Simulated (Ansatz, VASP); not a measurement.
One calculation of Mg, two programs

```xyz
13
Lattice="5.6537 0.4805 0.8982 0.2740 7.7530 0.1088 0.9991 0.0329 7.2279" Properties=species:S:1:pos:R:3 pbc="T T T"
Mg    2.6163    0.3844    6.5391
Mg    1.1216    3.3124    3.5716
Mg    2.8138    2.4127    1.1742
Mg    4.0097    4.4735    3.0377
Mg    1.8761    5.7647    5.1706
Mg    1.2760    3.2967    6.8816
Mg    4.4030    6.9577    1.0321
Mg    5.0251    6.8462    4.5143
Mg    1.4991    5.6208    1.4251
Mg    2.2777    0.3275    3.2556
Mg    5.3504    1.5619    2.6953
Mg    5.5042    1.5459    6.0044
Mg    4.3494    4.5312    6.3213
```

Alike in both runs: functional PBE; k mesh 4 × 3 × 3; occupations gaussian, width 0.1 eV; no spin polarisation.

Ansatz relaxed the structure, and its values are those at the end. VASP's run is a single point on that final structure, the one shown.

|  | VASP | Ansatz |
| --- | --- | --- |
| version | VASP 6.6.1 | Ansatz 0.2.0 |
| potentials or method | VASP PAW PBE potentials, release 64 (Mg), cutoff 520 eV | scalar-relativistic, plane waves, PAW |
| valence electrons in the cell | 26 | 130 |

```csv
,VASP,Ansatz,Ansatz less VASP
gap on the k mesh at the Fermi level (eV),none,none,-
rms of the force components (eV/Å),0.010,0.010,-0.0001
```

A gap of «none» marks a metal or a gap that the smearing closes. VASP's potentials hold 26 valence electrons a cell and Ansatz's 130, so a difference there can come from the potentials and not from the codes.
